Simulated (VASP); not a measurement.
# P (Pm-3m) in VASP: further runs

The runs below take P through single point, relaxation of cell and atoms, with PBE.

All numbers are computed with VASP 6.6.1; they aren't measurements. Logs are shortened: lines on timing, memory, paths and dates and some standing lists are left out, and cuts for length are marked.

## (1) The cell of the first run

Symmetry: Pm-3m, No. 221, cubic system. Conventional cell: a = 2.444 Å, b = 2.444 Å, c = 2.444 Å, α = 90.00°, β = 90.00°, γ = 90.00°. Within 3.2 Å of P (site symmetry m-3m) lie 6 P at 2.44 Å.

## (2) Single point, PBE

The input, INCAR:

```
SYSTEM = P
PREC = Accurate
ENCUT = 520
EDIFF = 1E-6
ISMEAR = -1
SIGMA = 0.1
LREAL = .FALSE.
LASPH = .TRUE.
NELM = 100
ALGO = Normal
ISIF = 2
LWAVE = .FALSE.
LCHARG = .TRUE.
GGA = PE
LELF = .TRUE.
LVHAR = .TRUE.
NBANDS = 8
```

The input, KPOINTS:

```
Automatic mesh
0
G
  21 21 21
  0 0 0
```

The input, POSCAR:

```
P
1.0
    2.4436666413      0.0000000000      0.0000000000
    0.0000000000      2.4436666413      0.0000000000
    0.0000000000      0.0000000000      2.4436666413
P
1
Direct
    0.0000000000      0.0000000000      0.0000000000
```

Potentials or basis: VASP PAW PBE potentials, release 64 (P).

The run is started by

```console
$ cat potpaw_PBE.64/P/POTCAR > POTCAR
$ mpirun -np 1 vasp_std > vasp.out
```

OUTCAR:

```text
SYSTEM = P
   PREC = Accurate
   ENCUT = 520
   EDIFF = 1E-6
   ISMEAR = -1
   LREAL = .FALSE.
   LASPH = .TRUE.
   NELM = 100
   ISIF = 2
   GGA = PE

 ion  position               nearest neighbor table
   1  0.000  0.000  0.000-

  LATTYP: Found a simple cubic cell.
 ALAT       =     2.4436666413

  Lattice vectors:

 A1 = (   2.4436666413,   0.0000000000,   0.0000000000)
 A2 = (   0.0000000000,   2.4436666413,   0.0000000000)
 A3 = (   0.0000000000,   0.0000000000,   2.4436666413)

Analysis of symmetry for initial positions (statically):
=====================================================================
 Subroutine PRICEL returns:
 Original cell was already a primitive cell.

 Routine SETGRP: Setting up the symmetry group for a
 simple cubic supercell.

 Subroutine GETGRP returns: Found 48 space group operations
 (whereof 48 operations were pure point group operations)
 out of a pool of 48 trial point group operations.

The static configuration has the point symmetry O_h .

Analysis of symmetry for dynamics (positions and initial velocities):
=====================================================================
 Subroutine PRICEL returns:
 Original cell was already a primitive cell.

 Routine SETGRP: Setting up the symmetry group for a
 simple cubic supercell.

 Subroutine GETGRP returns: Found 48 space group operations
 (whereof 48 operations were pure point group operations)
 out of a pool of 48 trial point group operations.

The dynamic configuration has the point symmetry O_h .

 Subroutine INISYM returns: Found 48 space group operations
 (whereof 48 operations are pure point group operations),
 and found     1 'primitive' translations

----------------------------------------------------------------------------------------

                                     Primitive cell

  volume of cell :      14.5924

  direct lattice vectors                    reciprocal lattice vectors
     2.443666641  0.000000000  0.000000000     0.409221120  0.000000000  0.000000000
     0.000000000  2.443666641  0.000000000     0.000000000  0.409221120  0.000000000
     0.000000000  0.000000000  2.443666641     0.000000000  0.000000000  0.409221120

  length of vectors
     2.443666641  2.443666641  2.443666641     0.409221120  0.409221120  0.409221120

  position of ions in fractional coordinates (direct lattice)
     0.000000000  0.000000000  0.000000000

  ion indices of the primitive-cell ions
   primitive index   ion index
                 1           1

----------------------------------------------------------------------------------------

 KPOINTS: Automatic mesh

Automatic generation of k-mesh.
 Grid dimensions read from file:
 generate k-points for:   21   21   21

 Generating k-lattice:

  Cartesian coordinates                     Fractional coordinates (reciprocal lattice)
     0.019486720  0.000000000  0.000000000     0.047619048  0.000000000  0.000000000
     0.000000000  0.019486720  0.000000000     0.000000000  0.047619048  0.000000000
     0.000000000  0.000000000  0.019486720     0.000000000  0.000000000  0.047619048

  Length of vectors
     0.019486720  0.019486720  0.019486720

  Shift w.r.t. Gamma in fractional coordinates (k-lattice)
     0.000000000  0.000000000  0.000000000

 Subroutine IBZKPT returns following result:
 ===========================================

 Found    286 irreducible k-points:

 Following reciprocal coordinates:
            Coordinates               Weight
  0.000000  0.000000  0.000000      1.000000
  0.047619  0.000000  0.000000      6.000000
  0.095238  0.000000  0.000000      6.000000
  0.142857  0.000000  0.000000      6.000000
  0.190476  0.000000  0.000000      6.000000
  0.238095  0.000000  0.000000      6.000000
[... 16 lines left out ...]
  0.142857  0.095238  0.000000     24.000000
  0.190476  0.095238  0.000000     24.000000
 [... further k-points ...]
   k-points           NKPTS =    286   k-points in BZ     NKDIM =    286   number of bands    NBANDS=      8
   number of dos      NEDOS =    301   number of ions     NIONS =      1
   total plane-waves  NPLWV =   5832
   dimension x,y,z NGX =    18 NGY =   18 NGZ =   18
   dimension x,y,z NGXF=    36 NGYF=   36 NGZF=   36
   ions per type =               1
   NGX,Y,Z   is equivalent  to a cutoff of  12.25, 12.25, 12.25 a.u.
   NGXF,Y,Z  is equivalent  to a cutoff of  24.49, 24.49, 24.49 a.u.
 SYSTEM =  P
   PREC   = accura    normal or accurate (medium, high low for compatibility)
   ISTART =      0    job   : 0-new  1-cont  2-samecut
   ICHARG =      2    charge: 1-file 2-atom 10-const
   ISPIN  =      1    spin polarized calculation?
   LNONCOLLINEAR =      F non collinear calculations
   LSORBIT =      F    spin-orbit coupling
   LASPH  =      T    aspherical Exc in radial PAW
   ENCUT  =  520.0 eV  38.22 Ry    6.18 a.u.   4.54  4.54  4.54*2*pi/ulx,y,z
   NELM   =    100;   NELMIN=  2; NELMDL= -5     # of ELM steps
   EDIFF  = 0.1E-05   stopping-criterion for ELM
   LREAL  =      F    real-space projection
   EDIFFG = 0.1E-04   stopping-criterion for IOM
   NSW    =      0    number of steps for IOM
   IBRION =     -1    ionic relax: 0-MD 1-quasi-New 2-CG
   NFREE  =      0    steps in history (QN), initial steepest desc. (CG)
   ISIF   =      2    stress and relaxation
   ISYM   =      2    0-nonsym 1-usesym 2-fastsym
   POTIM  = 0.5000    time-step for ionic-motion
   TEBEG  =    0.0;   TEEND  =   0.0 temperature during run
   PSTRESS=    0.0 pullay stress
   NELECT =       5.0000    total number of electrons
   NUPDOWN=      -1.0000    fix difference up-down
   EMIN   =  10.00;   EMAX   =-10.00  energy-range for DOS
   EFERMI =   0.00;   METHOD = LEGACY
   ISMEAR =    -1;   SIGMA  =   0.10  broadening in eV -4-tet -1-fermi 0-gaus
   EFERMI_NEDOS =   21; number of points for ismear=-14 and -15
   IALGO  =     38    algorithm
   IMIX   =      4    mixing-type and parameters
     AMIX     =   0.40;   BMIX     =  1.00
     AMIX_MAG =   1.60;   BMIX_MAG =  1.00
  volume/ion in A,a.u.               =      14.59        98.47
  Fermi-wavevector in a.u.,A,eV,Ry     =   1.145573  2.164820 17.855444  1.312338
  Thomas-Fermi vector in A             =   2.282261
   LORBIT       =      0    0 simple, 1 ext, 2 COOP (PROOUT), +10 PAW based schemes
   GGA     = PE    functional components
[... 5 lines left out ...]
 non-spin polarized calculation
  energy-cutoff  :      520.00
  volume of cell :       14.59
 maximum number of plane-waves:       413
   NGX =  9   NGY =  9   NGZ =  9

 number of electron       4.9999999 magnetization

 Free energy of the ion-electron system (eV)
  ---------------------------------------------------
  ext. energy  EPLUGINS =         0.00000000
  ---------------------------------------------------
  free energy    TOTEN  =        -5.28236212 eV

  energy without entropy =       -5.27475345  energy(sigma->0) =       -5.27855779

 E-fermi :   9.6574     XC(G=0): -11.2677

 val. band max:        9.6536125853   @ k =   0.2381   0.1905   0.1905
 cond. band min:       9.6838270312   @ k =   0.3810   0.2381   0.0000
 fundamental gap:      0.0302144459
 Fermi energy:         9.6573801935

 k-point     1 :       0.0000    0.0000    0.0000
  band No.  band energies     occupation
      1      -6.8636      2.00000
      2      14.6217      0.00000
      3      14.6217      0.00000
      4      14.6217      0.00000
      5      16.4221      0.00000
      6      16.4221      0.00000
      7      23.8712      0.00000
      8      34.0109      0.00000

 k-point     2 :       0.0476    0.0000    0.0000
  band No.  band energies     occupation
      1      -6.8119      2.00000
      2      13.5333      0.00000
      3      14.6624      0.00000
      4      14.6624      0.00000
      5      16.4634      0.00000
      6      17.4489      0.00000
      7      24.0477      0.00000
      8      33.5999      0.00000

 k-point     3 :       0.0952    0.0000    0.0000
  band No.  band energies     occupation
      1      -6.6572      2.00000
      2      11.8657      0.00000
      3      14.7838      0.00000
      4      14.7838      0.00000
      5      16.5860      0.00000
      6      18.9018      0.00000
      7      24.6010      0.00000
      8      32.5772      0.00000

 k-point     4 :       0.1429    0.0000    0.0000
  band No.  band energies     occupation
      1      -6.4004      2.00000
      2      10.1678      0.01207
      3      14.9836      0.00000
      4      14.9836      0.00000
      5      16.7861      0.00000
      6      20.1769      0.00000
      7      25.5619      0.00000
      8      31.2749      0.00000

 k-point     5 :       0.1905    0.0000    0.0000
  band No.  band energies     occupation
      1      -6.0438      2.00000
      2       8.5114      1.99998
      3      15.2574      0.00000
      4      15.2574      0.00000
      5      17.0567      0.00000
      6      21.2143      0.00000
      7      26.8614      0.00000
      8      29.8941      0.00000

 k-point     6 :       0.2381    0.0000    0.0000
  band No.  band energies     occupation
      1      -5.5909      2.00000
      2       6.9244      2.00000
      3      15.5975      0.00000
      4      15.5975      0.00000
      5      17.3862      0.00000
      6      22.0894      0.00000
      7      28.2615      0.00000
      8      28.5366      0.00000

 k-point     7 :       0.2857    0.0000    0.0000
  band No.  band energies     occupation
      1      -5.0482      2.00000
      2       5.4254      2.00000
      3      15.9910      0.00000
      4      15.9910      0.00000
      5      17.7570      0.00000
      6      22.8994      0.00000
      7      27.2615      0.00000
      8      27.2615      0.00000

 k-point     8 :       0.3333    0.0000    0.0000
  band No.  band energies     occupation
      1      -4.4279      2.00000
      2       4.0338      2.00000
      3      16.4162      0.00000
      4      16.4162      0.00000
      5      18.1424      0.00000
      6      23.7067      0.00000
      7      26.1141      0.00000
      8      26.1141      0.00000

 k-point     9 :       0.3810    0.0000    0.0000
  band No.  band energies     occupation
      1      -3.7565      2.00000
      2       2.7807      2.00000
      3      16.8362      0.00000
      4      16.8362      0.00000
      5      18.5044      0.00000
      6      24.5386      0.00000
      7      25.1444      0.00000
      8      25.1444      0.00000

 k-point    10 :       0.4286    0.0000    0.0000
  band No.  band energies     occupation
      1      -3.0990      2.00000
      2       1.7339      2.00000
      3      17.1919      0.00000
      4      17.1919      0.00000
      5      18.7933      0.00000
      6      24.4190      0.00000
      7      24.4190      0.00000
      8      25.3898      0.00000
[... 78 lines left out ...]
 k-point    18 :       0.3333    0.0476    0.0000
  band No.  band energies     occupation
      1      -4.3765      2.00000
      2       4.0796      2.00000
      3      15.4600      0.00000
      4      16.4555      0.00000
      5      18.9274      0.00000
      6      23.7531      0.00000
      7      25.6450      0.00000
      8      26.1530      0.00000

 k-point    19 :       0.3810    0.0476    0.0000
  band No.  band energies     occupation
      1      -3.7050      2.00000
      2       2.8273      2.00000
      3      15.8873      0.00000
      4      16.8751      0.00000
      5      19.3030      0.00000
      6      23.8321      0.00000
      7      25.1842      0.00000
      8      25.4167      0.00000

 k-point    20 :       0.4286    0.0476    0.0000
  band No.  band energies     occupation
      1      -3.0473      2.00000
      2       1.7808      2.00000
      3      16.2480      0.00000
      4      17.2304      0.00000
      5      19.6100      0.00000
      6      23.3496      0.00000
      7      24.4594      0.00000
      8      26.0082      0.00000

 k-point    21 :       0.4762    0.0476    0.0000
  band No.  band energies     occupation
      1      -2.5739      2.00000
      2       1.1127      2.00000
      3      16.4618      0.00000
      4      17.4415      0.00000
      5      19.7881      0.00000
      6      22.9971      0.00000
      7      24.0626      0.00000
      8      26.7575      0.00000

 k-point    22 :       0.0952    0.0952    0.0000
  band No.  band energies     occupation
      1      -6.4508      2.00000
      2      11.6119      0.00000
      3      12.5737      0.00000
      4      14.9455      0.00000
      5      17.9951      0.00000
      6      20.1650      0.00000
      7      25.1136      0.00000
      8      31.0472      0.00000

 k-point    23 :       0.1429    0.0952    0.0000
  band No.  band energies     occupation
      1      -6.1942      2.00000
      2      10.2558      0.00503
      3      12.4615      0.00000
      4      15.1448      0.00000
      5      18.3805      0.00000
      6      21.3852      0.00000
      7      25.7878      0.00000
      8      29.7919      0.00000

 k-point    24 :       0.1905    0.0952    0.0000
  band No.  band energies     occupation
      1      -5.8377      2.00000
      2       8.6564      1.99991
      3      12.7043      0.00000
      4      15.4178      0.00000
      5      18.7257      0.00000
      6      22.4367      0.00000
      7      26.5000      0.00000
      8      28.8384      0.00000

 [... further k-points ...]
[... 5 lines left out ...]
  --------------------------------------------------------------------------------------
  -------------------------------------------------------------------------------------
  Total        0.0301801      0.0301801      0.0301801      0.0000000      0.0000000     -0.0000000
  in kB        3.3136377      3.3136377      3.3136377      0.0000000      0.0000000     -0.0000000
  external PRESSURE =       3.3136377 kB  Pullay stress =       0.0000000 kB

 VOLUME and BASIS-vectors are now :
 -----------------------------------------------------------------------------
  energy-cutoff  :      520.00
  volume of cell :       14.59
      direct lattice vectors                 reciprocal lattice vectors
     2.443666641  0.000000000  0.000000000     0.409221120  0.000000000  0.000000000
     0.000000000  2.443666641  0.000000000     0.000000000  0.409221120  0.000000000
     0.000000000  0.000000000  2.443666641     0.000000000  0.000000000  0.409221120

 POSITION                                       TOTAL-FORCE (eV/Angst)
 -----------------------------------------------------------------------------------
      0.00000      0.00000      0.00000         0.000000      0.000000      0.000000
 -----------------------------------------------------------------------------------
    total drift:                               -0.000000     -0.000000      0.000000

  FREE ENERGIE OF THE ION-ELECTRON SYSTEM (eV)
  ---------------------------------------------------
  free  energy   TOTEN  =        -5.2823621226 eV

  energy  without entropy=       -5.2747534547  energy(sigma->0) =       -5.27855779
```

It took 14 s on 1 thread of AMD EPYC 7R13 (Zen 3), shared host; peak memory 0.1 GiB.

Results:

```yaml
Free_energy: -5.2824 eV
Pressure: 0.3 GPa
```

(Continued in part 2 of 2.)
